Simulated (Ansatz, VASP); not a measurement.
## SiO2: VASP beside Ansatz

POSCAR

```
SiO2
1.0
    4.2331690000      0.0000000000      0.0000000000
    0.0000000000      4.2331690000      0.0000000000
    0.0000000000      0.0000000000      2.6934950000
Si O
2 4
Direct
    0.0000000000      0.0000000000      0.0000000000
    0.5000000000      0.5000000000      0.5000000000
    0.8068390000      0.1931610000      0.5000000000
    0.3068390000      0.3068390000      0.0000000000
    0.1931610000      0.8068390000      0.5000000000
    0.6931610000      0.6931610000      0.0000000000
```

Contents of INCAR.step1:

```
PREC = Accurate
ENCUT = 520
EDIFF = 1E-5
ISMEAR = -1
SIGMA = 0.05
LREAL = False
LASPH = True
NELM = 120
ALGO = Normal
ISIF = 2
LWAVE = True
LCHARG = False
GGA = PE
NBANDS = 25
GGA_COMPAT = False
KPAR = 4
```

INCAR.step2

```
PREC = Accurate
ENCUT = 520
EDIFF = 1E-6
ISMEAR = -1
SIGMA = 0.05
LREAL = False
LASPH = True
NELM = 120
ALGO = Normal
ISIF = 2
LWAVE = False
LCHARG = False
GGA = PE
LHFCALC = True
HFSCREEN = 0.2079
PRECFOCK = Normal
ISTART = 1
NBANDS = 25
GGA_COMPAT = False
KPAR = 4
```

The input KPOINTS:

```
Automatic mesh
0
Gamma
  4 4 6
```

input

```
crystal:
  lattice:
    - [4.233169, 0.0, 0.0]
    - [0.0, 4.233169, 0.0]
    - [0.0, 0.0, 2.693495]
  atoms:
    - { symbol: Si, position: [0.0, 0.0, 0.0] }
    - { symbol: Si, position: [0.5, 0.5, 0.5] }
    - { symbol: O, position: [0.806839, 0.193161, 0.5] }
    - { symbol: O, position: [0.306839, 0.306839, 0.0] }
    - { symbol: O, position: [0.193161, 0.806839, 0.5] }
    - { symbol: O, position: [0.693161, 0.693161, 0.0] }
hamiltonian:
  xc: hse06
  pseudopotentials: { kind: paw }
kpoints:
  mp_grid: { grid: [4, 4, 6] }
  band_path:
    path:
      - [[0.0, 0.0, 0.0], [0.0, 0.5, 0.0], [0.5, 0.5, 0.0], [0.0, 0.0, 0.0], [0.0, 0.0, 0.5], [0.0, 0.5, 0.5], [0.5, 0.5, 0.5], [0.0, 0.0, 0.5]]
      - [[0.0, 0.5, 0.0], [0.0, 0.5, 0.5]]
      - [[0.5, 0.5, 0.0], [0.5, 0.5, 0.5]]
    npoints: 4
scf:
  occupations: { method: fermi_dirac, width: 0.05 }
  n_extra_bands: 15
output:
  forces: true
  stress: true
  eigenvalues: true
  fatbands: false
```

Alike in both runs: functional HSE06; k mesh 4 × 4 × 6; occupations fermi-dirac, width 0.05 eV; no spin polarisation.

|  | VASP | Ansatz |
| --- | --- | --- |
| version | VASP 6.6.1 | Ansatz 0.2.0 |
| potentials or method | VASP PAW PBE potentials, release 64 (Si, O) | Ansatz PAW |
| plane-wave cutoff (eV) | 520 | 420 |
| valence electrons in the cell | 32 | 32 |
| task | single point | band structure |

VASP gave:

- gap on the k mesh at the Fermi level (eV): 7.08
- least direct gap on the mesh (eV): 7.08
- pressure (GPa): -11.5
- traceless stress, the component that is largest in VASP (GPa): -1.58
- rms of the force components (eV/Å): 0.070

**Question.** Which values does Ansatz return?

**Answer.** gap on the k mesh at the Fermi level (eV): 7.10; least direct gap on the mesh (eV): 7.10; pressure (GPa): -11.4; traceless stress, the component that is largest in VASP (GPa): -1.96; rms of the force components (eV/Å): 0.077.

Atom by atom the forces differ by 0.007 eV/Å (rms over components).
